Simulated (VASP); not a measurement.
# CrB3P4 (P-43m) in VASP: a series of runs

CrB3P4 is run at these levels: PBE, r2SCAN; tasks: single point.

Everything below comes from runs of VASP 6.6.1. Logs are shortened: lines on timing, memory, paths and dates and some standing lists are left out, and cuts for length are marked.

## 1. The cell of the first run

The structure is cubic, space group P-43m (No. 215). The conventional cell has a = 4.771 Å, b = 4.771 Å, c = 4.771 Å, α = 90.00°, β = 90.00°, γ = 90.00°. Cr (site symmetry -43m) has 4 P at 2.21 Å within 2.9 Å. B (site symmetry -42m) has 4 P at 2.02 Å within 2.7 Å. P (site symmetry 3m) has 3 B at 2.02 Å and 1 Cr at 2.21 Å within 2.7 Å.

The cell was generated, and may not be a known phase.

## 2. Single point, PBE, collinear spin, ferromagnetic start

Contents of INCAR:

```
SYSTEM = CrB3P4
  PREC = Accurate
  ENCUT = 520
  EDIFF = 1E-7
  ISMEAR = 0
  SIGMA = 0.1
  LREAL = .False.
  LASPH = .True.
  NELM = 150
  ALGO = Normal
  ISIF = 2
  LWAVE = .False.
  LCHARG = .False.
  ISPIN = 2
  MAGMOM = 2.29 0 0 0 0 0 0 0
  LORBIT = 11
  LMAXMIX = 4
  GGA = PE
  NBANDS = 34
```

Contents of KPOINTS:

```
Automatic mesh
0
Gamma
  6 6 6
  0 0 0
```

Contents of POSCAR:

```
CrB3P4
1.0
    4.7708538498      0.0000000000      0.0000000000
    0.0000000000      4.7708538498      0.0000000000
    0.0000000000      0.0000000000      4.7708538498
Cr B P
1 3 4
Direct
    0.0000000000      0.0000000000      0.0000000000
    0.0000000000      0.5000000000      0.5000000000
    0.5000000000      0.5000000000      0.0000000000
    0.5000000000      0.0000000000      0.5000000000
    0.2675185445      0.7324814555      0.7324814555
    0.7324814555      0.7324814555      0.2675185445
    0.7324814555      0.2675185445      0.7324814555
    0.2675185445      0.2675185445      0.2675185445
```

Potentials or basis: VASP PAW PBE potentials, release 64 (Cr_pv, B, P).

Launch:

```bash
$ cat potpaw_PBE.64/Cr_pv/POTCAR potpaw_PBE.64/B/POTCAR potpaw_PBE.64/P/POTCAR > POTCAR
$ mpirun -np 1 vasp_std > vasp.out
```

OUTCAR:

```text
SYSTEM = CrB3P4
   PREC = Accurate
   ENCUT = 520
   EDIFF = 1E-7
   ISMEAR = 0
   LREAL = .False.
   LASPH = .True.
   NELM = 150
   ISIF = 2
   ISPIN = 2
   LORBIT = 11
   GGA = PE

 ion  position               nearest neighbor table
   1  0.000  0.000  0.000-   5 2.21   6 2.21   7 2.21   8 2.21
   2  0.000  0.500  0.500-   5 2.02   6 2.02   7 2.02   8 2.02
   3  0.500  0.500  0.000-   5 2.02   6 2.02   7 2.02   8 2.02
   4  0.500  0.000  0.500-   5 2.02   6 2.02   7 2.02   8 2.02
   5  0.268  0.732  0.732-   2 2.02   4 2.02   3 2.02   1 2.21
   6  0.732  0.732  0.268-   2 2.02   4 2.02   3 2.02   1 2.21
   7  0.732  0.268  0.732-   2 2.02   4 2.02   3 2.02   1 2.21
   8  0.268  0.268  0.268-   2 2.02   4 2.02   3 2.02   1 2.21

  LATTYP: Found a simple cubic cell.
 ALAT       =     4.7708538498

  Lattice vectors:

 A1 = (   4.7708538498,   0.0000000000,   0.0000000000)
 A2 = (   0.0000000000,   4.7708538498,   0.0000000000)
 A3 = (   0.0000000000,   0.0000000000,   4.7708538498)

Analysis of symmetry for initial positions (statically):
=====================================================================
 Subroutine PRICEL returns:
 Original cell was already a primitive cell.

 Routine SETGRP: Setting up the symmetry group for a
 simple cubic supercell.

 Subroutine GETGRP returns: Found 24 space group operations
 (whereof 24 operations were pure point group operations)
 out of a pool of 48 trial point group operations.

The static configuration has the point symmetry T_d .

Analysis of symmetry for dynamics (positions and initial velocities):
=====================================================================
 Subroutine PRICEL returns:
 Original cell was already a primitive cell.

 Routine SETGRP: Setting up the symmetry group for a
 simple cubic supercell.

 Subroutine GETGRP returns: Found 24 space group operations
 (whereof 24 operations were pure point group operations)
 out of a pool of 48 trial point group operations.

The dynamic configuration has the point symmetry T_d .

Analysis of structural, dynamic, and magnetic symmetry:
=====================================================================
 Subroutine PRICEL returns:
 Original cell was already a primitive cell.

 Routine SETGRP: Setting up the symmetry group for a
 simple cubic supercell.

 Subroutine GETGRP returns: Found 24 space group operations
 (whereof 24 operations were pure point group operations)
 out of a pool of 48 trial point group operations.

The overall configuration has the point symmetry T_d .

 Subroutine INISYM returns: Found 24 space group operations
 (whereof 24 operations are pure point group operations),
 and found     1 'primitive' translations

----------------------------------------------------------------------------------------

                                     Primitive cell

  volume of cell :     108.5896

  direct lattice vectors                    reciprocal lattice vectors
     4.770853850  0.000000000  0.000000000     0.209606086  0.000000000  0.000000000
     0.000000000  4.770853850  0.000000000     0.000000000  0.209606086  0.000000000
     0.000000000  0.000000000  4.770853850     0.000000000  0.000000000  0.209606086

  length of vectors
     4.770853850  4.770853850  4.770853850     0.209606086  0.209606086  0.209606086

  position of ions in fractional coordinates (direct lattice)
     0.000000000  0.000000000  0.000000000
     0.000000000  0.500000000  0.500000000
     0.500000000  0.500000000  0.000000000
     0.500000000  0.000000000  0.500000000
     0.267518544  0.732481456  0.732481456
     0.732481456  0.732481456  0.267518544
     0.732481456  0.267518544  0.732481456
     0.267518544  0.267518544  0.267518544

  ion indices of the primitive-cell ions
   primitive index   ion index
                 1           1
                 2           2
                 3           3
                 4           4
                 5           5
                 6           6
[... 51 lines left out ...]
   k-points           NKPTS =     20   k-points in BZ     NKDIM =     20   number of bands    NBANDS=     34
   number of dos      NEDOS =    301   number of ions     NIONS =      8
   total plane-waves  NPLWV =  46656
   dimension x,y,z NGX =    36 NGY =   36 NGZ =   36
   dimension x,y,z NGXF=    72 NGYF=   72 NGZF=   72
   ions per type =               1   3   4
   NGX,Y,Z   is equivalent  to a cutoff of  12.54, 12.54, 12.54 a.u.
   NGXF,Y,Z  is equivalent  to a cutoff of  25.09, 25.09, 25.09 a.u.
 SYSTEM =  CrB3P4
   PREC   = accura    normal or accurate (medium, high low for compatibility)
   ISTART =      0    job   : 0-new  1-cont  2-samecut
   ICHARG =      2    charge: 1-file 2-atom 10-const
   ISPIN  =      2    spin polarized calculation?
   LNONCOLLINEAR =      F non collinear calculations
   LSORBIT =      F    spin-orbit coupling
   LASPH  =      T    aspherical Exc in radial PAW
   ENCUT  =  520.0 eV  38.22 Ry    6.18 a.u.   8.87  8.87  8.87*2*pi/ulx,y,z
   NELM   =    150;   NELMIN=  2; NELMDL= -5     # of ELM steps
   EDIFF  = 0.1E-06   stopping-criterion for ELM
   LREAL  =      F    real-space projection
   EDIFFG = 0.1E-05   stopping-criterion for IOM
   NSW    =      0    number of steps for IOM
   IBRION =     -1    ionic relax: 0-MD 1-quasi-New 2-CG
   NFREE  =      0    steps in history (QN), initial steepest desc. (CG)
   ISIF   =      2    stress and relaxation
   ISYM   =      2    0-nonsym 1-usesym 2-fastsym
   POTIM  = 0.5000    time-step for ionic-motion
   TEBEG  =    0.0;   TEEND  =   0.0 temperature during run
   PSTRESS=    0.0 pullay stress
   NELECT =      41.0000    total number of electrons
   NUPDOWN=      -1.0000    fix difference up-down
   EMIN   =  10.00;   EMAX   =-10.00  energy-range for DOS
   EFERMI =   0.00;   METHOD = LEGACY
   ISMEAR =     0;   SIGMA  =   0.10  broadening in eV -4-tet -1-fermi 0-gaus
   EFERMI_NEDOS =   21; number of points for ismear=-14 and -15
   IALGO  =     38    algorithm
   IMIX   =      4    mixing-type and parameters
     AMIX     =   0.40;   BMIX     =  1.00
     AMIX_MAG =   1.60;   BMIX_MAG =  1.00
  volume/ion in A,a.u.               =      13.57        91.60
  Fermi-wavevector in a.u.,A,eV,Ry     =   1.183241  2.236002 19.048974  1.400060
  Thomas-Fermi vector in A             =   2.319480
   LORBIT       =     11    0 simple, 1 ext, 2 COOP (PROOUT), +10 PAW based schemes
   GGA     = PE    functional components
   LHFCALC =     F    Hartree Fock is set to
   AEXX    =    0.0000 exact exchange contribution
   IVDW    =     0    specifies the selected vdW correction
   LEPSILON=     F    determine dielectric tensor
   LRPA    =     F    only Hartree local field effects (RPA)
 spin polarized calculation
 Gauss-broadening in eV      SIGMA  =   0.10
  energy-cutoff  :      520.00
  volume of cell :      108.59
 maximum number of plane-waves:      2968
 NGX is ok and might be reduce to    36
   NGX = 17   NGY = 17   NGZ = 17

 number of electron      41.0000019 magnetization       2.6840520

 Free energy of the ion-electron system (eV)
  ---------------------------------------------------
  ext. energy  EPLUGINS =         0.00000000
  ---------------------------------------------------
  free energy    TOTEN  =       -51.32273527 eV

  energy without entropy =      -51.31483547  energy(sigma->0) =      -51.31878537

 E-fermi :   7.4146     XC(G=0): -10.6761

 val. band max:        7.3912051438   @ k =   0.3333   0.0000   0.0000
 cond. band min:       7.4287497002   @ k =   0.5000   0.1667   0.0000
 fundamental gap:      0.0375445564
 Fermi energy:         7.4146178101

 spin component 1

 k-point     1 :       0.0000    0.0000    0.0000
  band No.  band energies     occupation
      1     -36.5490      1.00000
      2     -36.5490      1.00000
      3     -36.5490      1.00000
      4      -7.6661      1.00000
      5      -3.5120      1.00000
      6      -3.5120      1.00000
[... 689 lines left out ...]
     31      12.7885      0.00000
     32      12.9547      0.00000
 Fermi energy:         7.4146178101

 spin component 2

 k-point     1 :       0.0000    0.0000    0.0000
  band No.  band energies     occupation
      1     -34.2304      1.00000
      2     -34.2304      1.00000
      3     -34.2304      1.00000
      4      -7.6238      1.00000
      5      -3.5081      1.00000
      6      -3.5081      1.00000
[... 689 lines left out ...]
     31      13.0727      0.00000
     32      13.2808      0.00000
 [bands above 32 left out]

------------------------ aborting loop because EDIFF is reached ----------------------------------------

  FORCE on cell =-STRESS in cart. coord.  units (eV):
  Direction    XX          YY          ZZ          XY          YZ          ZX
  --------------------------------------------------------------------------------------
  -------------------------------------------------------------------------------------
  Total       -0.0982765     -0.0982765     -0.0982765     -0.0000000      0.0000000     -0.0000000
  in kB       -1.4500129     -1.4500129     -1.4500129     -0.0000000      0.0000000     -0.0000000
  external PRESSURE =      -1.4500129 kB  Pullay stress =       0.0000000 kB

 VOLUME and BASIS-vectors are now :
 -----------------------------------------------------------------------------
  energy-cutoff  :      520.00
  volume of cell :      108.59
      direct lattice vectors                 reciprocal lattice vectors
     4.770853850  0.000000000  0.000000000     0.209606086  0.000000000  0.000000000
     0.000000000  4.770853850  0.000000000     0.000000000  0.209606086  0.000000000
     0.000000000  0.000000000  4.770853850     0.000000000  0.000000000  0.209606086

 POSITION                                       TOTAL-FORCE (eV/Angst)
 -----------------------------------------------------------------------------------
      0.00000      0.00000      0.00000        -0.000000     -0.000000     -0.000000
      0.00000      2.38543      2.38543         0.000000     -0.000000     -0.000000
      2.38543      2.38543      0.00000         0.000000     -0.000000     -0.000000
      2.38543      0.00000      2.38543        -0.000000     -0.000000     -0.000000
      1.27629      3.49456      3.49456         0.011813     -0.011813     -0.011813
      3.49456      3.49456      1.27629        -0.011813     -0.011813      0.011813
      3.49456      1.27629      3.49456        -0.011813      0.011813     -0.011813
      1.27629      1.27629      1.27629         0.011813      0.011813      0.011813
 -----------------------------------------------------------------------------------
    total drift:                                0.000000      0.000000      0.000000

  FREE ENERGIE OF THE ION-ELECTRON SYSTEM (eV)
  ---------------------------------------------------
  free  energy   TOTEN  =       -51.3227352696 eV

  energy  without entropy=      -51.3148354694  energy(sigma->0) =      -51.31878537

 total charge

# of ion       s       p       d       tot
------------------------------------------
    1        0.418   6.323   4.368  11.109
    2        0.658   1.135   0.000   1.794
    3        0.658   1.135   0.000   1.794
    4        0.658   1.135   0.000   1.794
    5        1.010   1.537   0.000   2.547
    6        1.010   1.537   0.000   2.547
    7        1.010   1.537   0.000   2.547
    8        1.010   1.537   0.000   2.547
--------------------------------------------------
tot          6.434  15.876   4.368  26.679

 magnetization (x)

# of ion       s       p       d       tot
------------------------------------------
    1        0.029   0.026   2.305   2.359
    2        0.012   0.027   0.000   0.039
    3        0.012   0.027   0.000   0.039
    4        0.012   0.027   0.000   0.039
    5       -0.005  -0.044   0.000  -0.049
    6       -0.005  -0.044   0.000  -0.049
    7       -0.005  -0.044   0.000  -0.049
    8       -0.005  -0.044   0.000  -0.049
--------------------------------------------------
tot          0.042  -0.070   2.305   2.277
```

Run time: 4.2 min. Hardware: 1 thread of Intel Xeon 8259CL, shared host; peak memory 0.3 GiB.

Results:

```yaml
Free_energy: -51.3227 eV
Pressure: -0.1 GPa
Largest_force: 0.020 eV/Å
Net_moment: 2.68 μB per cell
Site_moments: Cr +2.36; B +0.04; P -0.05 μB
Valence_electrons_inside_the_program's_atomic_spheres: Cr 11.11; B 1.79; P 2.55
```

Forces in eV/Å, atoms in the order of the input:
```
Cr   0.000  0.000  0.000
B    0.000  0.000  0.000
B    0.000  0.000  0.000
B    0.000  0.000  0.000
P    0.012 -0.012 -0.012
P   -0.012 -0.012  0.012
P   -0.012  0.012 -0.012
P    0.012  0.012  0.012
```

Levels at points of the mesh, in eV from the Fermi level:
Spin up:
| k point | band 19 | band 20 | band 21 | band 22 | band 23 | band 24 | band 25 | band 26 |
| --- | --- | --- | --- | --- | --- | --- | --- | --- |
| (0.00, 0.00, 0.00) | -2.57 | -2.17 | -2.17 | 0.78 | 0.78 | 0.78 | 1.22 | 2.44 |
| (0.50, 0.00, 0.00) | -2.08 | -1.51 | -1.03 | -0.47 | 0.24 | 0.24 | 1.18 | 2.01 |
| (0.50, 0.50, 0.00) | -2.29 | -1.22 | -0.83 | -0.77 | 0.70 | 0.70 | 2.60 | 2.60 |
| (0.50, 0.50, 0.50) | -2.54 | -1.68 | -1.68 | 1.15 | 1.15 | 1.15 | 2.78 | 2.78 |
Spin down:
```tsv
k point	band 17	band 18	band 19	band 20	band 21	band 22
(0.00, 0.00, 0.00)	-1.82	-1.82	-1.82	-0.58	-0.58	0.88
(0.50, 0.00, 0.00)	-2.63	-1.68	-1.68	0.42	0.52	1.15
(0.50, 0.50, 0.00)	-2.83	-1.71	-1.71	0.58	0.75	1.17
(0.50, 0.50, 0.50)	-2.08	-2.08	-2.08	0.37	0.37	1.52
```

Caveat: a cell with one magnetic atom can't hold antiferromagnetic order, which such compounds often take.

[end of part 1 of 2]
